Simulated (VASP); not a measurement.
# As in VASP: a series of runs, part 2 of 3

VASP 6.6.1. Earlier steps stand in the parts before.

### Step 3. Single point, PBE

The input, INCAR:

```
SYSTEM = As
PREC = Accurate ; ENCUT = 520
EDIFF = 1E-6 ; ISMEAR = -1
SIGMA = 0.1 ; LREAL = .False.
LASPH = .True. ; NELM = 100
ALGO = Normal ; ISIF = 2
LWAVE = .False. ; LCHARG = .False.
GGA = PE ; NBANDS = 8
```

The input, KPOINTS:

```
Automatic mesh
0
Gamma
  21 21 21
  0 0 0
```

The input, POSCAR:

```
As
1.0
    0.0000000000      1.6085937185      1.6085937185
    1.6085937185      0.0000000000      1.6085937185
    1.6085937185      1.6085937185      0.0000000000
As
1
Direct
    0.0000000000      0.0000000000      0.0000000000
```

Potentials or basis: VASP PAW PBE potentials, release 64 (As).

Launch:

```console
> cat potpaw_PBE.64/As/POTCAR > POTCAR
> mpirun -np 1 vasp_std > vasp.out
```

OUTCAR:

```text
SYSTEM = As
   PREC = Accurate
   ENCUT = 520
   EDIFF = 1E-6
   ISMEAR = -1
   LREAL = .False.
   LASPH = .True.
   NELM = 100
   ISIF = 2
   GGA = PE

 ion  position               nearest neighbor table
   1  0.000  0.000  0.000-

  LATTYP: Found a face centered cubic cell.
 ALAT       =     3.2171874370

  Lattice vectors:

 A1 = (   0.0000000000,   1.6085937185,   1.6085937185)
 A2 = (   1.6085937185,   0.0000000000,   1.6085937185)
 A3 = (   1.6085937185,   1.6085937185,   0.0000000000)

Analysis of symmetry for initial positions (statically):
=====================================================================
 Subroutine PRICEL returns:
 Original cell was already a primitive cell.

 Routine SETGRP: Setting up the symmetry group for a
 face centered cubic supercell.

 Subroutine GETGRP returns: Found 48 space group operations
 (whereof 48 operations were pure point group operations)
 out of a pool of 48 trial point group operations.

The static configuration has the point symmetry O_h .

Analysis of symmetry for dynamics (positions and initial velocities):
=====================================================================
 Subroutine PRICEL returns:
 Original cell was already a primitive cell.

 Routine SETGRP: Setting up the symmetry group for a
 face centered cubic supercell.

 Subroutine GETGRP returns: Found 48 space group operations
 (whereof 48 operations were pure point group operations)
 out of a pool of 48 trial point group operations.

The dynamic configuration has the point symmetry O_h .

 Subroutine INISYM returns: Found 48 space group operations
 (whereof 48 operations are pure point group operations),
 and found     1 'primitive' translations

----------------------------------------------------------------------------------------

                                     Primitive cell

  volume of cell :       8.3247

  direct lattice vectors                    reciprocal lattice vectors
     0.000000000  1.608593719  1.608593719    -0.310830506  0.310830506  0.310830506
     1.608593719  0.000000000  1.608593719     0.310830506 -0.310830506  0.310830506
     1.608593719  1.608593719  0.000000000     0.310830506  0.310830506 -0.310830506

  length of vectors
     2.274895053  2.274895053  2.274895053     0.538374230  0.538374230  0.538374230

  position of ions in fractional coordinates (direct lattice)
     0.000000000  0.000000000  0.000000000

  ion indices of the primitive-cell ions
   primitive index   ion index
                 1           1

----------------------------------------------------------------------------------------

 KPOINTS: Automatic mesh

Automatic generation of k-mesh.
 Grid dimensions read from file:
 generate k-points for:   21   21   21

 Generating k-lattice:

  Cartesian coordinates                     Fractional coordinates (reciprocal lattice)
    -0.014801453  0.014801453  0.014801453     0.047619048  0.000000000  0.000000000
     0.014801453 -0.014801453  0.014801453     0.000000000  0.047619048  0.000000000
     0.014801453  0.014801453 -0.014801453     0.000000000  0.000000000  0.047619048

  Length of vectors
     0.025636868  0.025636868  0.025636868

  Shift w.r.t. Gamma in fractional coordinates (k-lattice)
     0.000000000  0.000000000  0.000000000

 Subroutine IBZKPT returns following result:
 ===========================================

 Found    286 irreducible k-points:

 Following reciprocal coordinates:
            Coordinates               Weight
  0.000000  0.000000  0.000000      1.000000
  0.047619  0.000000  0.000000      8.000000
  0.095238  0.000000  0.000000      8.000000
  0.142857  0.000000  0.000000      8.000000
  0.190476  0.000000  0.000000      8.000000
  0.238095  0.000000  0.000000      8.000000
[... 16 lines left out ...]
 -0.428571  0.047619  0.000000     24.000000
 -0.380952  0.047619  0.000000     24.000000
 [... further k-points ...]
   k-points           NKPTS =    286   k-points in BZ     NKDIM =    286   number of bands    NBANDS=      8
   number of dos      NEDOS =    301   number of ions     NIONS =      1
   total plane-waves  NPLWV =   5832
   dimension x,y,z NGX =    18 NGY =   18 NGZ =   18
   dimension x,y,z NGXF=    36 NGYF=   36 NGZF=   36
   ions per type =               1
   NGX,Y,Z   is equivalent  to a cutoff of  13.15, 13.15, 13.15 a.u.
   NGXF,Y,Z  is equivalent  to a cutoff of  26.31, 26.31, 26.31 a.u.
 SYSTEM =  As
   PREC   = accura    normal or accurate (medium, high low for compatibility)
   ISTART =      0    job   : 0-new  1-cont  2-samecut
   ICHARG =      2    charge: 1-file 2-atom 10-const
   ISPIN  =      1    spin polarized calculation?
   LNONCOLLINEAR =      F non collinear calculations
   LSORBIT =      F    spin-orbit coupling
   LASPH  =      T    aspherical Exc in radial PAW
   ENCUT  =  520.0 eV  38.22 Ry    6.18 a.u.   4.23  4.23  4.23*2*pi/ulx,y,z
   NELM   =    100;   NELMIN=  2; NELMDL= -5     # of ELM steps
   EDIFF  = 0.1E-05   stopping-criterion for ELM
   LREAL  =      F    real-space projection
   EDIFFG = 0.1E-04   stopping-criterion for IOM
   NSW    =      0    number of steps for IOM
   IBRION =     -1    ionic relax: 0-MD 1-quasi-New 2-CG
   NFREE  =      0    steps in history (QN), initial steepest desc. (CG)
   ISIF   =      2    stress and relaxation
   ISYM   =      2    0-nonsym 1-usesym 2-fastsym
   POTIM  = 0.5000    time-step for ionic-motion
   TEBEG  =    0.0;   TEEND  =   0.0 temperature during run
   PSTRESS=    0.0 pullay stress
   NELECT =       5.0000    total number of electrons
   NUPDOWN=      -1.0000    fix difference up-down
   EMIN   =  10.00;   EMAX   =-10.00  energy-range for DOS
   EFERMI =   0.00;   METHOD = LEGACY
   ISMEAR =    -1;   SIGMA  =   0.10  broadening in eV -4-tet -1-fermi 0-gaus
   EFERMI_NEDOS =   21; number of points for ismear=-14 and -15
   IALGO  =     38    algorithm
   IMIX   =      4    mixing-type and parameters
     AMIX     =   0.40;   BMIX     =  1.00
     AMIX_MAG =   1.60;   BMIX_MAG =  1.00
  volume/ion in A,a.u.               =       8.32        56.18
  Fermi-wavevector in a.u.,A,eV,Ry     =   1.381259  2.610201 25.958236  1.907877
  Thomas-Fermi vector in A             =   2.506060
   LORBIT       =      0    0 simple, 1 ext, 2 COOP (PROOUT), +10 PAW based schemes
   GGA     = PE    functional components
[... 5 lines left out ...]
 non-spin polarized calculation
  energy-cutoff  :      520.00
  volume of cell :        8.32
 maximum number of plane-waves:       234
 NGX is ok and might be reduce to    18
   NGX =  9   NGY =  9   NGZ =  9

 number of electron       5.0000001 magnetization

 Free energy of the ion-electron system (eV)
  ---------------------------------------------------
  ext. energy  EPLUGINS =         0.00000000
  ---------------------------------------------------
  free energy    TOTEN  =         2.69791760 eV

  energy without entropy =        2.70976902  energy(sigma->0) =        2.70384331

 E-fermi :  20.3377     XC(G=0): -14.7689

 val. band max:       20.3347213424   @ k =  -0.2857   0.2381   0.0952
 cond. band min:      20.3385227497   @ k =  -0.4286   0.4762   0.0476
 fundamental gap:      0.0038014073
 Fermi energy:        20.3376549443

 k-point     1 :       0.0000    0.0000    0.0000
  band No.  band energies     occupation
      1      -6.3206      2.00000
      2      35.6318      0.00000
      3      35.6318      0.00000
      4      35.6318      0.00000
      5      36.5369      0.00000
      6      36.8635      0.00000
      7      36.8635      0.00000
      8      36.8635      0.00000

 k-point     2 :       0.0476    0.0000    0.0000
  band No.  band energies     occupation
      1      -6.2188      2.00000
      2      32.9648      0.00000
      3      34.8954      0.00000
      4      34.8954      0.00000
      5      36.1737      0.00000
      6      37.7535      0.00000
      7      37.7535      0.00000
      8      39.7447      0.00000
[... 221 lines left out ...]
 k-point    23 :      -0.4286    0.0476    0.0000
  band No.  band energies     occupation
      1       2.7444      2.00000
      2       7.8623      2.00000
      3      29.1043      0.00000
      4      30.8961      0.00000
      5      33.7210      0.00000
      6      35.0642      0.00000
      7      37.4127      0.00000
      8      40.7244      0.00000

 k-point    24 :      -0.3810    0.0476    0.0000
  band No.  band energies     occupation
      1       0.9222      2.00000
      2      10.3448      2.00000
      3      28.8491      0.00000
      4      31.5255      0.00000
      5      34.3672      0.00000
      6      35.0920      0.00000
      7      37.5273      0.00000
      8      41.2107      0.00000

 [... further k-points ...]
[... 5 lines left out ...]
  --------------------------------------------------------------------------------------
  -------------------------------------------------------------------------------------
  Total       22.3159531     22.3159531     22.3159531     -0.0000000     -0.0000000     -0.0000000
  in kB     4294.9382259   4294.9382259   4294.9382259     -0.0000000     -0.0000000     -0.0000000
  external PRESSURE =    4294.9382259 kB  Pullay stress =       0.0000000 kB

 VOLUME and BASIS-vectors are now :
 -----------------------------------------------------------------------------
  energy-cutoff  :      520.00
  volume of cell :        8.32
      direct lattice vectors                 reciprocal lattice vectors
     0.000000000  1.608593719  1.608593719    -0.310830506  0.310830506  0.310830506
     1.608593719  0.000000000  1.608593719     0.310830506 -0.310830506  0.310830506
     1.608593719  1.608593719  0.000000000     0.310830506  0.310830506 -0.310830506

 POSITION                                       TOTAL-FORCE (eV/Angst)
 -----------------------------------------------------------------------------------
      0.00000      0.00000      0.00000        -0.000000      0.000000      0.000000
 -----------------------------------------------------------------------------------
    total drift:                               -0.000000      0.000000     -0.000000

  FREE ENERGIE OF THE ION-ELECTRON SYSTEM (eV)
  ---------------------------------------------------
  free  energy   TOTEN  =         2.6979175960 eV

  energy  without entropy=        2.7097690225  energy(sigma->0) =        2.70384331
```

Run time: 14 s. Hardware: 1 thread of AMD EPYC 7R43 (Zen 3), shared host; peak memory 0.09 GiB.

Results:

```
Free energy : 2.6979 eV
Pressure    : 429.5 GPa
```

### Step 4. Relaxation of cell and atoms, PBE, target pressure 410 GPa, at which the enthalpy is minimised

The input, INCAR:

```
SYSTEM = As
ALGO = Normal
EDIFF = 1E-6
EDIFFG = -0.005
ENCUT = 600
GGA = PE
IBRION = 2
ISIF = 3
ISMEAR = -1
LASPH = .TRUE.
LCHARG = .FALSE.
LREAL = .FALSE.
LWAVE = .FALSE.
NELM = 80
NSW = 60
PREC = Accurate
PSTRESS = 4100.0
SIGMA = 0.1
```

The input, KPOINTS:

```
k-points
0
G
  21 21 21
  0 0 0
```

The input, POSCAR:

```
As
1.0
    0.0000000000      1.6095121295      1.6095121295
    1.6095121295      0.0000000000      1.6095121295
    1.6095121295      1.6095121295      0.0000000000
As
1
Direct
    0.0000000000      0.0000000000      0.0000000000
```

Launch:

```console
> cat potpaw_PBE.64/As/POTCAR > POTCAR
> mpirun -np 1 vasp_std > vasp.out
```

Run time: 29 s. Hardware: 1 thread of AMD EPYC 7R43 (Zen 3), shared host; peak memory 0.1 GiB.

It converged, with:

| Quantity | Value |
| --- | --- |
| Free energy | 2.4030 eV |
| Relaxed volume | 8.44 Å³/atom |
| Relaxed cell | a = 2.285 Å, b = 2.285 Å, c = 2.285 Å, α = 60.00°, β = 60.00°, γ = 60.00° |
| Space group after relaxing (to 0.05 Å) | Fm-3m (No. 225) |
| Energy change on relaxing (the enthalpy is what falls) | -256.2 meV/atom |
| Ionic steps | 4 |
| Pressure after relaxing | 409.9 GPa |

The path:
```tsv
step	energy change (eV)	largest force (eV/Å)	pressure (GPa)	volume (Å³)
1	0.0000	0.0000	426.94	8.34
2	-2.3831	0.0000	274.23	9.45
3	-0.2729	0.0000	408.89	8.44
4	-0.2562	0.0000	409.93	8.44
```

Final structure:
```
CELL_PARAMETERS angstrom
0.00000 1.61580 1.61580
1.61580 0.00000 1.61580
1.61580 1.61580 0.00000
ATOMIC_POSITIONS crystal
As 0.00000 0.00000 0.00000
```

Levels at points of the mesh, in eV from the Fermi level:
```csv
k point,band 1,band 2,band 3,band 4,band 5
"(0.00, 0.00, 0.00)",-26.40,15.10,15.10,15.10,16.44
```

Caveat: the cell is relaxed towards a set pressure, so the enthalpy falls and the energy may rise.

### Step 5. Relaxation of cell and atoms, PBE, target pressure 410 GPa, at which the enthalpy is minimised

The input, INCAR:

```
PREC = Accurate ; ENCUT = 600
EDIFF = 1E-7 ; ISMEAR = -1
SIGMA = 0.1 ; LREAL = False
LASPH = True ; NELM = 100
ALGO = Normal ; ISIF = 3
LWAVE = False ; LCHARG = False
GGA = PE ; IBRION = 2
NSW = 32 ; EDIFFG = -0.005
PSTRESS = 4100.0
```

The input, KPOINTS:

```
regular mesh
0
Gamma
  21 21 21
```

The input, POSCAR:

```
As
1.0
    0.0000000000      1.6087214576      1.6087214576
    1.6087214576      0.0000000000      1.6087214576
    1.6087214576      1.6087214576      0.0000000000
As
1
Direct
    0.0000000000      0.0000000000      0.0000000000
```

Launch:

```console
> cat potpaw_PBE.64/As/POTCAR > POTCAR
> mpirun -np 1 vasp_std > vasp.out
```

It took 36 s on 1 thread of AMD EPYC 7R43 (Zen 3), shared host; peak memory 0.1 GiB.

Results (log left out):

- Free energy: 2.4029 eV
- Relaxed volume: 8.44 Å³/atom
- Relaxed cell: a = 2.285 Å, b = 2.285 Å, c = 2.285 Å, α = 60.00°, β = 60.00°, γ = 60.00°
- Space group after relaxing (to 0.05 Å): Fm-3m (No. 225)
- Energy change on relaxing (the enthalpy is what falls): -289.0 meV/atom
- Ionic steps: 4
- Pressure after relaxing: 410.0 GPa

The path:
| step | energy change (eV) | largest force (eV/Å) | pressure (GPa) | volume (Å³) |
| --- | --- | --- | --- | --- |
| 1 | 0.0000 | 0.0000 | 429.12 | 8.33 |
| 2 | -2.6388 | 0.0000 | 260.52 | 9.58 |
| 3 | -0.3105 | 0.0000 | 408.57 | 8.45 |
| 4 | -0.2890 | 0.0000 | 409.99 | 8.44 |

Final structure:
```
As
1.0
     0.00000    1.61580    1.61580
     1.61580    0.00000    1.61580
     1.61580    1.61580    0.00000
As
1
Cartesian
  0.0000 0.0000 0.0000
```

Levels at points of the mesh, in eV from the Fermi level:
```
           k point  band 1  band 2  band 3  band 4  band 5  band 6
(0.00, 0.00, 0.00)  -26.40   15.10   15.10   15.10   16.21   16.44
```

Caveat: the cell is relaxed towards a set pressure, so the enthalpy falls and the energy may rise.

[end of part 2 of 3]
